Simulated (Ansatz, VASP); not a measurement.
# Two plane-wave programs on CdHg3Se4

```
CELL_PARAMETERS angstrom
-3.12190 3.12190 6.24544
3.12190 -3.12190 6.24544
3.12190 3.12190 -6.24544
ATOMIC_POSITIONS crystal
Cd 0.00000 0.00000 0.00000
Hg 0.75000 0.25000 0.50000
Hg 0.50000 0.50000 0.00000
Hg 0.25000 0.75000 0.50000
Se 0.37269 0.37269 0.49691
Se 0.12421 0.62731 0.00000
Se 0.87579 0.87579 0.50309
Se 0.62731 0.12421 0.00000
```

Alike in both runs: functional PBE; k mesh 8 × 8 × 8; occupations gaussian, width 0.1 eV; no spin polarisation.

Ansatz relaxed the structure, and its values are those at the end. VASP's run is a single point on that final structure, the one shown.

```csv
,VASP,Ansatz
version,VASP 6.6.1,Ansatz 0.2.0
potentials or method,"VASP PAW PBE potentials, release 64 (Cd, Hg, Se), cutoff 520 eV","scalar-relativistic, plane waves, PAW"
valence electrons in the cell,72,144
```

```tsv
	VASP	Ansatz	Ansatz less VASP
gap on the k mesh at the Fermi level (eV)	none	none	-
pressure (GPa)	0.2	0.0	-0.21
```

A gap of «none» marks a metal or a gap that the smearing closes. VASP's potentials hold 72 valence electrons a cell and Ansatz's 144, so a difference there can come from the potentials and not from the codes.

Spin-orbit coupling is off throughout.
